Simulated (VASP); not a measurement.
# GaAs in VASP: a series of runs

Runs on GaAs. Level: PBEsol. Tasks: single point, relaxation of the atoms.

Everything below comes from runs of VASP 6.6.1. Logs are shortened: lines on timing, memory, paths and dates and some standing lists are left out, and cuts for length are marked.

### 1 The cell of the first run

The cell holds a slab with vacuum, 6 atoms: a = 4.001 Å, b = 4.001 Å, c = 24.073 Å, α = 90.00°, β = 90.00°, γ = 90.00°.

### 2 Single point, PBEsol

The input, INCAR:

```
SYSTEM = GaAs
PREC = Accurate
ENCUT = 520
EDIFF = 1E-6
ISMEAR = 0
SIGMA = 0.05
LREAL = .FALSE.
LASPH = .TRUE.
NELM = 80
ALGO = Normal
ISIF = 2
LWAVE = .FALSE.
LCHARG = .FALSE.
LDIPOL = .TRUE.
IDIPOL = 3
DIPOL = 0.5 0.5 0.500
GGA = PS
NBANDS = 36
```

The input, KPOINTS:

```
regular mesh
0
G
  7 7 1
  0 0 0
```

The input, POSCAR:

```
GaAs
1.0
    4.0010046526      0.0000000000      0.0000000000
    0.0000000000      4.0010046526      0.0000000000
    0.0000000000      0.0000000000     24.0728438035
As Ga
3 3
Direct
    0.0000000000      0.5000000000      0.3530949675
    0.5000000000      0.0000000000      0.4706189935
    0.0000000000      0.5000000000      0.5884304783
    0.5000000000      0.5000000000      0.4118569805
    0.0000000000      0.0000000000      0.5280847065
    0.5000000000      0.5000000000      0.6494729284
```

Potentials or basis: VASP PAW PBE potentials, release 64 (As, Ga_d).

On the command line:

```sh
cat potpaw_PBE.64/As/POTCAR potpaw_PBE.64/Ga_d/POTCAR > POTCAR
mpirun -np 1 vasp_std > vasp.out
```

OUTCAR:

```text
SYSTEM = GaAs
   PREC = Accurate
   ENCUT = 520
   EDIFF = 1E-6
   ISMEAR = 0
   LREAL = .FALSE.
   LASPH = .TRUE.
   NELM = 80
   ISIF = 2
   GGA = PS

 ion  position               nearest neighbor table
   1  0.000  0.500  0.353-   4 2.45   4 2.45
   2  0.500  0.000  0.471-   5 2.43   5 2.43   4 2.45   4 2.45
   3  0.000  0.500  0.588-   5 2.47   5 2.47   6 2.48   6 2.48
   4  0.500  0.500  0.412-   1 2.45   2 2.45   2 2.45   1 2.45
   5  0.000  0.000  0.528-   2 2.43   2 2.43   3 2.47   3 2.47
   6  0.500  0.500  0.649-   3 2.48   3 2.48

  LATTYP: Found a simple tetragonal cell.
 ALAT       =     4.0010046526
 C/A-ratio  =     6.0166997776

  Lattice vectors:

 A1 = (   4.0010046526,   0.0000000000,   0.0000000000)
 A2 = (   0.0000000000,   4.0010046526,   0.0000000000)
 A3 = (   0.0000000000,   0.0000000000,  24.0728438035)

Analysis of symmetry for initial positions (statically):
=====================================================================
 Subroutine PRICEL returns:
 Original cell was already a primitive cell.

 Routine SETGRP: Setting up the symmetry group for a
 simple tetragonal supercell.

 Subroutine GETGRP returns: Found  4 space group operations
 (whereof  4 operations were pure point group operations)
 out of a pool of 16 trial point group operations.

The static configuration has the point symmetry C_2v.

Analysis of symmetry for dynamics (positions and initial velocities):
=====================================================================
 Subroutine PRICEL returns:
 Original cell was already a primitive cell.

 Routine SETGRP: Setting up the symmetry group for a
 simple tetragonal supercell.

 Subroutine GETGRP returns: Found  4 space group operations
 (whereof  4 operations were pure point group operations)
 out of a pool of 16 trial point group operations.

The dynamic configuration has the point symmetry C_2v.

 Subroutine INISYM returns: Found  4 space group operations
 (whereof  4 operations are pure point group operations),
 and found     1 'primitive' translations

----------------------------------------------------------------------------------------

                                     Primitive cell

  volume of cell :     385.3590

  direct lattice vectors                    reciprocal lattice vectors
     4.001004653  0.000000000  0.000000000     0.249937225  0.000000000  0.000000000
     0.000000000  4.001004653  0.000000000     0.000000000  0.249937225  0.000000000
[... 92 lines left out ...]
   POTIM  = 0.5000    time-step for ionic-motion
   TEBEG  =    0.0;   TEEND  =   0.0 temperature during run
   PSTRESS=    0.0 pullay stress
   NELECT =      54.0000    total number of electrons
   NUPDOWN=      -1.0000    fix difference up-down
   EMIN   =  10.00;   EMAX   =-10.00  energy-range for DOS
   EFERMI =   0.00;   METHOD = LEGACY
   ISMEAR =     0;   SIGMA  =   0.05  broadening in eV -4-tet -1-fermi 0-gaus
   EFERMI_NEDOS =   21; number of points for ismear=-14 and -15
   IALGO  =     38    algorithm
   IMIX   =      4    mixing-type and parameters
     AMIX     =   0.40;   BMIX     =  1.00
     AMIX_MAG =   1.60;   BMIX_MAG =  1.00
  volume/ion in A,a.u.               =      64.23       433.42
  Fermi-wavevector in a.u.,A,eV,Ry     =   0.850324  1.606879  9.837696  0.723050
  Thomas-Fermi vector in A             =   1.966283
   LORBIT       =      0    0 simple, 1 ext, 2 COOP (PROOUT), +10 PAW based schemes
   GGA     = PS    functional components
   LHFCALC =     F    Hartree Fock is set to
   AEXX    =    0.0000 exact exchange contribution
   IVDW    =     0    specifies the selected vdW correction
   LEPSILON=     F    determine dielectric tensor
   LRPA    =     F    only Hartree local field effects (RPA)
 non-spin polarized calculation
 Gauss-broadening in eV      SIGMA  =   0.05
  energy-cutoff  :      520.00
  volume of cell :      385.36
 maximum number of plane-waves:     10441
 NGX is ok and might be reduce to    30
   NGX = 15   NGY = 15   NGZ = 89

 number of electron      54.0000003 magnetization

 dipolmoment           0.000000      0.000000     -0.114415 electrons x Angstroem

 Free energy of the ion-electron system (eV)
  ---------------------------------------------------
  ext. energy  EPLUGINS =         0.00000000
  ---------------------------------------------------
  free energy    TOTEN  =       -23.89850163 eV

  energy without entropy =      -23.88847124  energy(sigma->0) =      -23.89348643

 E-fermi :  -2.0433     XC(G=0):  -4.1642

 val. band max:       -2.0574181205   @ k =   0.0000   0.1429   0.0000
 cond. band min:      -2.0189428372   @ k =  -0.1429   0.2857   0.0000
 fundamental gap:      0.0384752833
 Fermi energy:        -2.0432895668

 k-point     1 :       0.0000    0.0000    0.0000
  band No.  band energies     occupation
      1     -16.8679      2.00000
      2     -16.7925      2.00000
      3     -16.7752      2.00000
      4     -16.7700      2.00000
      5     -16.7420      2.00000
      6     -16.7076      2.00000
[... 613 lines left out ...]
     35       3.4550      0.00000
     36       4.0047      0.00000

------------------------ aborting loop because EDIFF is reached ----------------------------------------

 vacuum level on the upper side and lower side of the slab       (xc-potential included)        -0.740         0.520

  FORCE on cell =-STRESS in cart. coord.  units (eV):
  Direction    XX          YY          ZZ          XY          YZ          ZX
  --------------------------------------------------------------------------------------
  -------------------------------------------------------------------------------------
  Total       -0.3364316     -1.3888655      0.1447125      0.0000000      0.0000000      0.0000000
  in kB       -1.3987558     -5.7743787      0.6016599      0.0000000      0.0000000      0.0000000
  external PRESSURE =      -2.1904915 kB  Pullay stress =       0.0000000 kB

 VOLUME and BASIS-vectors are now :
 -----------------------------------------------------------------------------
  energy-cutoff  :      520.00
  volume of cell :      385.36
      direct lattice vectors                 reciprocal lattice vectors
     4.001004653  0.000000000  0.000000000     0.249937225  0.000000000  0.000000000
     0.000000000  4.001004653  0.000000000     0.000000000  0.249937225  0.000000000
     0.000000000  0.000000000 24.072843803     0.000000000  0.000000000  0.041540584

 POSITION                                       TOTAL-FORCE (eV/Angst)
 -----------------------------------------------------------------------------------
      0.00000      2.00050      8.50000         0.000000      0.000000      0.252126
      2.00050      0.00000     11.32914         0.000000      0.000000      0.273909
      0.00000      2.00050     14.16519         0.000000      0.000000     -0.011182
      2.00050      2.00050      9.91457         0.000000      0.000000     -0.546033
      0.00000      0.00000     12.71250         0.000000      0.000000      0.007819
      2.00050      2.00050     15.63466         0.000000      0.000000      0.023362
 -----------------------------------------------------------------------------------
    total drift:                                0.000000      0.000000      0.000356

  FREE ENERGIE OF THE ION-ELECTRON SYSTEM (eV)
  ---------------------------------------------------
  free  energy   TOTEN  =       -23.8985016250 eV

  energy  without entropy=      -23.8884712441  energy(sigma->0) =      -23.89348643

 vacuum level on the upper side and lower side of the slab         2.400         3.688
```

It took 13 min on 1 thread of Intel Xeon 8259CL, shared host; peak memory 0.51 GiB.

Results:

```yaml
Free_energy: -23.8985 eV
Largest_force: 0.546 eV/Å
Band_gap_on_the_k_mesh: zero (bands 27 and 28 overlap by 0.67 eV)
```

Forces in eV/Å, atoms in the order of the input:
```
As   0.000  0.000  0.252
As   0.000  0.000  0.274
As   0.000  0.000 -0.011
Ga   0.000  0.000 -0.546
Ga   0.000  0.000  0.008
Ga   0.000  0.000  0.023
```

Caveat: the PAW data sets were made with another functional, which shifts forces and pressure a little.

### 3 Relaxation of the atoms, PBEsol

The input, INCAR:

```
SYSTEM = GaAs
PREC = Accurate ; ENCUT = 520
EDIFF = 1E-7 ; ISMEAR = 0
SIGMA = 0.05 ; LREAL = .False.
LASPH = .True. ; NELM = 100
ALGO = Fast ; ISIF = 2
LWAVE = .False. ; LCHARG = .False.
LDIPOL = .True. ; IDIPOL = 3
DIPOL = 0.5 0.5 0.500 ; GGA = PS
IBRION = 2 ; NSW = 90
EDIFFG = -0.03
```

The input, KPOINTS:

```
Automatic mesh
0
Gamma
  7 7 1
  0 0 0
```

The input, POSCAR:

```
GaAs
1.0
    4.0010046536      0.0000000000      0.0000000000
    0.0000000000      4.0010046536      0.0000000000
    0.0000000000      0.0000000000     24.0728438053
As Ga
3 3
Selective dynamics
Direct
    0.0000000000      0.5000000000      0.3530949675  F F F
    0.5000000000      0.0000000000      0.4706189935  F F F
    0.0000000000      0.5000000000      0.5881430195  T T T
    0.5000000000      0.5000000000      0.4118569805  F F F
    0.0000000000      0.0000000000      0.5293810065  T T T
    0.5000000000      0.5000000000      0.6469050325  T T T
```

Potentials or basis: VASP PAW PBE potentials, release 64 (As, Ga_d).

On the command line:

```sh
cat potpaw_PBE.64/As/POTCAR potpaw_PBE.64/Ga_d/POTCAR > POTCAR
mpirun -np 1 vasp_std > vasp.out
```

Run time: 20 min. Hardware: 1 thread of Oxide Virtual Turin-like, shared host; peak memory 0.5 GiB.

Results (log left out):

| Item | Value |
| --- | --- |
| Free energy | -23.8984 eV |
| Energy gained by relaxing | 2.8 meV/atom |
| Ionic steps | 7 |
| Band gap on the k mesh | zero (bands 27 and 28 overlap by 0.67 eV) |

The path:
```csv
step,energy change (eV),largest force on free atoms (eV/Å),pressure (GPa)
1,0.0000,0.4158,-0.09
2,-0.0106,0.2137,-0.12
3,-0.0154,0.0733,-0.15
4,-0.0159,0.0476,-0.16
5,-0.0161,0.0492,-0.17
6,-0.0163,0.0412,-0.18
7,-0.0168,0.0179,-0.21
```

Final structure:
```cif
data_structure
_symmetry_space_group_name_H-M 'P 1'
_symmetry_Int_Tables_number 1
_cell_length_a 4.0010
_cell_length_b 4.0010
_cell_length_c 24.0728
_cell_angle_alpha 90.000
_cell_angle_beta 90.000
_cell_angle_gamma 90.000
_cell_volume 385.36
loop_
_atom_site_label
_atom_site_type_symbol
_atom_site_fract_x
_atom_site_fract_y
_atom_site_fract_z
_atom_site_occupancy
As1 As 0.00000 0.50000 0.35309 1
As2 As 0.50000 0.00000 0.47062 1
As3 As 0.00000 0.50000 0.58816 1
Ga1 Ga 0.50000 0.50000 0.41186 1
Ga2 Ga 0.00000 0.00000 0.52799 1
Ga3 Ga 0.50000 0.50000 0.64933 1
```

Levels at points of the mesh, in eV from the Fermi level:
| k point | band 24 | band 25 | band 26 | band 27 | band 28 | band 29 | band 30 | band 31 |
| --- | --- | --- | --- | --- | --- | --- | --- | --- |
| (0.00, 0.00, 0.00) | -1.14 | -1.02 | -0.06 | 0.43 | 1.14 | 1.73 | 1.93 | 2.47 |

Caveat: the PAW data sets were made with another functional, which shifts forces and pressure a little.

The gap in the log of VASP goes by the Fermi energy; the results here count the filled bands.